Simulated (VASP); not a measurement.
# Pb (P6_3/mmc) in VASP: further runs

Pb is run at these levels: PBE; tasks: single point, relaxation of cell and atoms.

All numbers are computed with VASP 6.6.1; they aren't measurements. Logs are shortened: lines on timing, memory, paths and dates and some standing lists are left out, and cuts for length are marked.

### 1 The cell of the first run

The structure is hexagonal, space group P6_3/mmc (No. 194). Conventional cell: a = 3.589 Å, b = 3.589 Å, c = 5.689 Å, α = 90.00°, β = 90.00°, γ = 120.00°. Pb (site symmetry -6m2) has 12 Pb at 3.52 to 3.59 Å within 4.6 Å.

This isn't the form of Pb at room conditions, which is fcc.

### 2 Single point, PBE

File INCAR:

```
SYSTEM = Pb
  ALGO = Normal
  EDIFF = 1E-6
  ENCUT = 520
  GGA = PE
  ISIF = 2
  ISMEAR = -1
  LASPH = .True.
  LCHARG = .False.
  LREAL = .False.
  LWAVE = .False.
  NBANDS = 21
  NELM = 60
  PREC = Accurate
  SIGMA = 0.05
```

File KPOINTS:

```
k-points
0
Gamma
  7 7 4
  0 0 0
```

File POSCAR:

```
Pb
1.0
    3.5887263971      0.0000000000      0.0000000000
   -1.7943631985      3.1079282271      0.0000000000
    0.0000000000      0.0000000000      5.6890958878
Pb
2
Direct
    0.6666666667      0.3333333333      0.7500000000
    0.3333333333      0.6666666667      0.2500000000
```

Potentials or basis: VASP PAW PBE potentials, release 64 (Pb_d).

The run is started by

```sh
> cat potpaw_PBE.64/Pb_d/POTCAR > POTCAR
> mpirun -np 1 vasp_std > vasp.out
```

OUTCAR:

```text
SYSTEM = Pb
   EDIFF = 1E-6
   ENCUT = 520
   GGA = PE
   ISIF = 2
   ISMEAR = -1
   LASPH = .True.
   LREAL = .False.
   NELM = 60
   PREC = Accurate

 ion  position               nearest neighbor table
   1  0.667  0.333  0.750-   2 3.52   2 3.52   2 3.52   2 3.52   2 3.52   2 3.52
   2  0.333  0.667  0.250-   1 3.52   1 3.52   1 3.52   1 3.52   1 3.52   1 3.52

  LATTYP: Found a hexagonal cell.
 ALAT       =     3.5887263971
 C/A-ratio  =     1.5852687718

  Lattice vectors:

 A1 = (   3.5887263971,   0.0000000000,   0.0000000000)
 A2 = (  -1.7943631985,   3.1079282271,   0.0000000000)
 A3 = (   0.0000000000,   0.0000000000,   5.6890958878)

Analysis of symmetry for initial positions (statically):
=====================================================================
 Subroutine PRICEL returns:
 Original cell was already a primitive cell.

 Routine SETGRP: Setting up the symmetry group for a
 hexagonal supercell.

 Subroutine GETGRP returns: Found 24 space group operations
 (whereof 12 operations were pure point group operations)
 out of a pool of 24 trial point group operations.

The static configuration has the point symmetry D_3d.
 The point group associated with its full space group is D_6h.

Analysis of symmetry for dynamics (positions and initial velocities):
=====================================================================
 Subroutine PRICEL returns:
 Original cell was already a primitive cell.

 Routine SETGRP: Setting up the symmetry group for a
 hexagonal supercell.

 Subroutine GETGRP returns: Found 24 space group operations
 (whereof 12 operations were pure point group operations)
 out of a pool of 24 trial point group operations.

The dynamic configuration has the point symmetry D_3d.
 The point group associated with its full space group is D_6h.

 Subroutine INISYM returns: Found 24 space group operations
 (whereof 12 operations are pure point group operations),
 and found     1 'primitive' translations

----------------------------------------------------------------------------------------

                                     Primitive cell

  volume of cell :      63.4534

  direct lattice vectors                    reciprocal lattice vectors
     3.588726397  0.000000000  0.000000000     0.278650387  0.160878876  0.000000000
    -1.794363198  3.107928227  0.000000000     0.000000000  0.321757752  0.000000000
     0.000000000  0.000000000  5.689095888     0.000000000  0.000000000  0.175774854

  length of vectors
     3.588726397  3.588726397  5.689095888     0.321757752  0.321757752  0.175774854

  position of ions in fractional coordinates (direct lattice)
     0.666666667  0.333333333  0.750000000
     0.333333333  0.666666667  0.250000000

  ion indices of the primitive-cell ions
   primitive index   ion index
                 1           1
                 2           2

----------------------------------------------------------------------------------------

 KPOINTS: k-points

Automatic generation of k-mesh.
 Grid dimensions read from file:
 generate k-points for:    7    7    4

 Generating k-lattice:

  Cartesian coordinates                     Fractional coordinates (reciprocal lattice)
     0.039807198  0.022982697  0.000000000     0.142857143  0.000000000  0.000000000
     0.000000000  0.045965393  0.000000000     0.000000000  0.142857143  0.000000000
     0.000000000  0.000000000  0.043943714     0.000000000  0.000000000  0.250000000

  Length of vectors
     0.045965393  0.045965393  0.043943714

  Shift w.r.t. Gamma in fractional coordinates (k-lattice)
     0.000000000  0.000000000  0.000000000

 Subroutine IBZKPT returns following result:
 ===========================================

 Found     24 irreducible k-points:

 Following reciprocal coordinates:
            Coordinates               Weight
  0.000000  0.000000  0.000000      1.000000
  0.142857  0.000000  0.000000      6.000000
  0.285714  0.000000  0.000000      6.000000
  0.428571  0.000000  0.000000      6.000000
  0.142857  0.142857  0.000000      6.000000
  0.285714  0.142857  0.000000     12.000000
[... 16 lines left out ...]
  0.428571  0.142857  0.500000      6.000000
  0.285714  0.285714  0.500000      6.000000
   k-points           NKPTS =     24   k-points in BZ     NKDIM =     24   number of bands    NBANDS=     21
   number of dos      NEDOS =    301   number of ions     NIONS =      2
   total plane-waves  NPLWV =  32928
   dimension x,y,z NGX =    28 NGY =   28 NGZ =   42
   dimension x,y,z NGXF=    56 NGYF=   56 NGZF=   84
   ions per type =               2
   NGX,Y,Z   is equivalent  to a cutoff of  12.97, 12.97, 12.27 a.u.
   NGXF,Y,Z  is equivalent  to a cutoff of  25.94, 25.94, 24.55 a.u.
 SYSTEM =  Pb
   PREC   = accura    normal or accurate (medium, high low for compatibility)
   ISTART =      0    job   : 0-new  1-cont  2-samecut
   ICHARG =      2    charge: 1-file 2-atom 10-const
   ISPIN  =      1    spin polarized calculation?
   LNONCOLLINEAR =      F non collinear calculations
   LSORBIT =      F    spin-orbit coupling
   LASPH  =      T    aspherical Exc in radial PAW
   ENCUT  =  520.0 eV  38.22 Ry    6.18 a.u.   6.67  6.67 10.58*2*pi/ulx,y,z
   NELM   =     60;   NELMIN=  2; NELMDL= -5     # of ELM steps
   EDIFF  = 0.1E-05   stopping-criterion for ELM
   LREAL  =      F    real-space projection
   EDIFFG = 0.1E-04   stopping-criterion for IOM
   NSW    =      0    number of steps for IOM
   IBRION =     -1    ionic relax: 0-MD 1-quasi-New 2-CG
   NFREE  =      0    steps in history (QN), initial steepest desc. (CG)
   ISIF   =      2    stress and relaxation
   ISYM   =      2    0-nonsym 1-usesym 2-fastsym
   POTIM  = 0.5000    time-step for ionic-motion
   TEBEG  =    0.0;   TEEND  =   0.0 temperature during run
   PSTRESS=    0.0 pullay stress
   NELECT =      28.0000    total number of electrons
   NUPDOWN=      -1.0000    fix difference up-down
   EMIN   =  10.00;   EMAX   =-10.00  energy-range for DOS
   EFERMI =   0.00;   METHOD = LEGACY
   ISMEAR =    -1;   SIGMA  =   0.05  broadening in eV -4-tet -1-fermi 0-gaus
   EFERMI_NEDOS =   21; number of points for ismear=-14 and -15
   IALGO  =     38    algorithm
   IMIX   =      4    mixing-type and parameters
     AMIX     =   0.40;   BMIX     =  1.00
     AMIX_MAG =   1.60;   BMIX_MAG =  1.00
  volume/ion in A,a.u.               =      31.73       214.10
  Fermi-wavevector in a.u.,A,eV,Ry     =   1.246358  2.355274 21.135387  1.553407
  Thomas-Fermi vector in A             =   2.380539
   LORBIT       =      0    0 simple, 1 ext, 2 COOP (PROOUT), +10 PAW based schemes
   GGA     = PE    functional components
   LHFCALC =     F    Hartree Fock is set to
   AEXX    =    0.0000 exact exchange contribution
   IVDW    =     0    specifies the selected vdW correction
   LEPSILON=     F    determine dielectric tensor
   LRPA    =     F    only Hartree local field effects (RPA)
 non-spin polarized calculation
  energy-cutoff  :      520.00
  volume of cell :       63.45
 maximum number of plane-waves:      1743
 NGX is ok and might be reduce to    28
   NGX = 13   NGY = 13   NGZ = 21

 number of electron      28.0000007 magnetization

 Free energy of the ion-electron system (eV)
  ---------------------------------------------------
  ext. energy  EPLUGINS =         0.00000000
  ---------------------------------------------------
  free energy    TOTEN  =        -7.09473500 eV

  energy without entropy =       -7.08464938  energy(sigma->0) =       -7.08969219

 E-fermi :   6.9174     XC(G=0):  -9.9726

 val. band max:        6.8506026205   @ k =   0.2857   0.2857   0.0000
 cond. band min:       7.0016091061   @ k =   0.1429   0.1429   0.5000
 fundamental gap:      0.1510064856
 Fermi energy:         6.9173516639

 k-point     1 :       0.0000    0.0000    0.0000
  band No.  band energies     occupation
      1     -10.2876      2.00000
      2     -10.2529      2.00000
      3     -10.2489      2.00000
      4     -10.2489      2.00000
      5     -10.2293      2.00000
      6     -10.2293      2.00000
[... 13 lines left out ...]
     20      15.5321      0.00000
     21      18.0983      0.00000

 k-point     2 :       0.1429    0.0000    0.0000
  band No.  band energies     occupation
      1     -10.2991      2.00000
      2     -10.2589      2.00000
      3     -10.2250      2.00000
      4     -10.2224      2.00000
      5     -10.2203      2.00000
      6     -10.2121      2.00000
[... 13 lines left out ...]
     20      16.8232      0.00000
     21      16.9567      0.00000

 k-point     3 :       0.2857    0.0000    0.0000
  band No.  band energies     occupation
      1     -10.3487      2.00000
      2     -10.2661      2.00000
      3     -10.2505      2.00000
      4     -10.2503      2.00000
      5     -10.1931      2.00000
      6     -10.1292      2.00000
[... 13 lines left out ...]
     20      15.6211      0.00000
     21      16.9048      0.00000

 k-point     4 :       0.4286    0.0000    0.0000
  band No.  band energies     occupation
      1     -10.3850      2.00000
      2     -10.3064      2.00000
      3     -10.2722      2.00000
      4     -10.2620      2.00000
      5     -10.1552      2.00000
      6     -10.1454      2.00000
[... 13 lines left out ...]
     20      14.9404      0.00000
     21      16.5330      0.00000

 k-point     5 :       0.1429    0.1429    0.0000
  band No.  band energies     occupation
      1     -10.2891      2.00000
      2     -10.2883      2.00000
      3     -10.2576      2.00000
      4     -10.2374      2.00000
      5     -10.1963      2.00000
      6     -10.1790      2.00000
[... 13 lines left out ...]
     20      15.5098      0.00000
     21      16.2651      0.00000

 k-point     6 :       0.2857    0.1429    0.0000
  band No.  band energies     occupation
      1     -10.3299      2.00000
      2     -10.3092      2.00000
      3     -10.2490      2.00000
      4     -10.2467      2.00000
      5     -10.1757      2.00000
      6     -10.1393      2.00000
[... 13 lines left out ...]
     20      15.0219      0.00000
     21      18.6452      0.00000

 k-point     7 :       0.4286    0.1429    0.0000
  band No.  band energies     occupation
      1     -10.3471      2.00000
      2     -10.3331      2.00000
      3     -10.2507      2.00000
      4     -10.2339      2.00000
      5     -10.1588      2.00000
      6     -10.1515      2.00000
[... 13 lines left out ...]
     20      14.7521      0.00000
     21      18.7985      0.00000
[... 291 lines left out ...]
      1     -10.3298      2.00000
      2     -10.3298      2.00000
      3     -10.2872      2.00000
      4     -10.2872      2.00000
      5     -10.1551      2.00000
      6     -10.1551      2.00000
[... 13 lines left out ...]
     20      13.4830      0.00000
     21      15.4916      0.00000

 k-point    21 :       0.1429    0.1429    0.5000
  band No.  band energies     occupation
      1     -10.2975      2.00000
      2     -10.2975      2.00000
      3     -10.2373      2.00000
      4     -10.2373      2.00000
      5     -10.1940      2.00000
      6     -10.1940      2.00000
[... 13 lines left out ...]
     20      15.6485      0.00000
     21      17.8459      0.00000

 k-point    22 :       0.2857    0.1429    0.5000
  band No.  band energies     occupation
      1     -10.3109      2.00000
      2     -10.3109      2.00000
      3     -10.2480      2.00000
      4     -10.2480      2.00000
      5     -10.1682      2.00000
      6     -10.1682      2.00000
[... 13 lines left out ...]
     20      15.4179      0.00000
     21      16.7476      0.00000

 k-point    23 :       0.4286    0.1429    0.5000
  band No.  band energies     occupation
      1     -10.3148      2.00000
      2     -10.3148      2.00000
      3     -10.2646      2.00000
      4     -10.2646      2.00000
      5     -10.1686      2.00000
      6     -10.1686      2.00000
[... 13 lines left out ...]
     20      14.8401      0.00000
     21      15.8376      0.00000

 k-point    24 :       0.2857    0.2857    0.5000
  band No.  band energies     occupation
      1     -10.3026      2.00000
      2     -10.3026      2.00000
      3     -10.2021      2.00000
      4     -10.2021      2.00000
      5     -10.1800      2.00000
      6     -10.1800      2.00000
[... 13 lines left out ...]
     20      15.6569      0.00000
     21      16.4298      0.00000

------------------------ aborting loop because EDIFF is reached ----------------------------------------

  FORCE on cell =-STRESS in cart. coord.  units (eV):
  Direction    XX          YY          ZZ          XY          YZ          ZX
  --------------------------------------------------------------------------------------
  -------------------------------------------------------------------------------------
  Total       -0.0132613     -0.0132613     -0.0222220     -0.0000000      0.0000000     -0.0000000
  in kB       -0.3348432     -0.3348432     -0.5610988     -0.0000000      0.0000000     -0.0000000
  external PRESSURE =      -0.4102617 kB  Pullay stress =       0.0000000 kB

 VOLUME and BASIS-vectors are now :
 -----------------------------------------------------------------------------
  energy-cutoff  :      520.00
  volume of cell :       63.45
      direct lattice vectors                 reciprocal lattice vectors
     3.588726397  0.000000000  0.000000000     0.278650387  0.160878876  0.000000000
    -1.794363198  3.107928227  0.000000000     0.000000000  0.321757752  0.000000000
     0.000000000  0.000000000  5.689095888     0.000000000  0.000000000  0.175774854

 POSITION                                       TOTAL-FORCE (eV/Angst)
 -----------------------------------------------------------------------------------
      1.79436      1.03598      4.26682         0.000000     -0.000000      0.000000
     -0.00000      2.07195      1.42227        -0.000000      0.000000      0.000000
 -----------------------------------------------------------------------------------
    total drift:                                0.000000     -0.000000      0.000000

  FREE ENERGIE OF THE ION-ELECTRON SYSTEM (eV)
  ---------------------------------------------------
  free  energy   TOTEN  =        -7.0947349961 eV

  energy  without entropy=       -7.0846493824  energy(sigma->0) =       -7.08969219
```

Run time: 39 s. Hardware: 1 thread of Intel Xeon 8259CL, shared host; peak memory 0.18 GiB.

Results:

```
Free energy            : -7.0947 eV
Pressure               : 0.0 GPa
Band gap on the k mesh : zero (bands 14 and 15 overlap by 5.91 eV)
```

Caveat: spin-orbit coupling is left out, which moves the levels of the heavy elements.

### 3 Relaxation of cell and atoms, PBE

This run uses another cell than the first one, of 29.31 Å³/atom.

File INCAR:

```
PREC = Accurate
ENCUT = 600
EDIFF = 1E-6
ISMEAR = -1
SIGMA = 0.05
LREAL = F
LASPH = T
NELM = 60
ALGO = Normal
ISIF = 3
LWAVE = F
LCHARG = F
GGA = PE
IBRION = 2
NSW = 80
EDIFFG = -0.02
```

File KPOINTS:

```
regular mesh
0
Gamma
  7 7 4
```

File POSCAR:

```
Pb
1.0
    3.4800000000      0.0000000000      0.0000000000
   -1.7400000000      3.0137684052      0.0000000000
    0.0000000000      0.0000000000      5.5900000000
Pb
2
Direct
    0.6666666667      0.3333333333      0.7500000000
    0.3333333333      0.6666666667      0.2500000000
```

Potentials or basis: VASP PAW PBE potentials, release 64 (Pb_d).

The run is started by

```sh
> cat potpaw_PBE.64/Pb_d/POTCAR > POTCAR
> mpirun -np 1 vasp_std > vasp.out
```

Run time: 2.8 min. Hardware: 1 thread of Intel Xeon 8259CL, shared host; peak memory 0.2 GiB.

It converged, with:

* Free energy: -7.0937 eV
* Relaxed volume: 31.73 Å³/atom
* Relaxed cell: a = 3.590 Å, b = 3.590 Å, c = 5.684 Å, α = 90.00°, β = 90.00°, γ = 120.00°
* Space group after relaxing (to 0.1 Å): P6_3/mmc (No. 194)
* Energy gained by relaxing: 26.5 meV/atom
* Ionic steps: 6
* Pressure after relaxing: 0.0 GPa
* Band gap on the k mesh: zero (bands 14 and 15 overlap by 5.90 eV)

The path:
```
step  energy change (eV)  largest force (eV/Å)  pressure (GPa)  volume (Å³)
   1              0.0000                0.0000            3.80        58.63
   2             -0.0496                0.0000           -0.76        64.72
   3             -0.0526                0.0000           -0.01        63.40
   4             -0.0526                0.0000           -0.06        63.50
   5             -0.0529                0.0000           -0.06        63.48
   6             -0.0530                0.0000           -0.04        63.46
```

Final structure:
```yaml
crystal:
  lattice:
    - [3.59044, 0.00000, 0.00000]
    - [-1.79522, 3.10941, 0.00000]
    - [0.00000, 0.00000, 5.68387]
  atoms:
    - { symbol: Pb, position: [0.66667, 0.33333, 0.75000] }
    - { symbol: Pb, position: [0.33333, 0.66667, 0.25000] }
```

Levels at points of the mesh, in eV from the Fermi level:
| k point | band 12 | band 13 | band 14 | band 15 | band 16 | band 17 |
| --- | --- | --- | --- | --- | --- | --- |
| (0.00, 0.00, 0.00) | -7.98 | -4.04 | 4.84 | 4.84 | 6.62 | 6.62 |
| (0.00, 0.00, 0.50) | -10.40 | 0.88 | 0.88 | 5.70 | 5.70 | 5.70 |

Caveat: spin-orbit coupling is left out, which moves the levels of the heavy elements.

The gap in the log of VASP goes by the Fermi energy; the results here count the filled bands.